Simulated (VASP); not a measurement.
A run of VASP 6.6.1 is set up as follows.

File INCAR:

```
SYSTEM = Mg
ALGO = Normal
EDIFF = 1E-6
ENCUT = 520
GGA = RE
ISIF = 2
ISMEAR = -1
LASPH = .TRUE.
LCHARG = .TRUE.
LELF = .TRUE.
LREAL = .FALSE.
LVHAR = .TRUE.
LWAVE = .FALSE.
NBANDS = 9
NELM = 80
PREC = Accurate
SIGMA = 0.1
```

File KPOINTS:

```
k-points
0
G
  18 18 10
  0 0 0
```

The input POSCAR:

```
Mg
1.0
    3.0893050385      0.0000000000      0.0000000000
   -1.5446525192      2.6754166434      0.0000000000
    0.0000000000      0.0000000000      5.0158647369
Mg
2
Direct
    0.3333333333      0.6666666667      0.2500000000
    0.6666666667      0.3333333333      0.7500000000
```

Potentials or basis: VASP PAW PBE potentials, release 64 (Mg).

The run is started by

```sh
$ cat potpaw_PBE.64/Mg/POTCAR > POTCAR
$ mpirun -np 1 vasp_std > vasp.out
```

Question: Predict the band gap on the k mesh.

Answer: Zero (band 2 reaches 4.24 eV, above the bottom of band 3 at 2.07 eV).

Question: Predict the pressure.

Answer: 5.5 GPa.

Stress tensor (GPa, compression positive):
```
5.61 0.00 0.00
0.00 5.61 0.00
0.00 0.00 5.39
```

Caveat: the PAW data sets were made with another functional, which shifts forces and pressure a little.
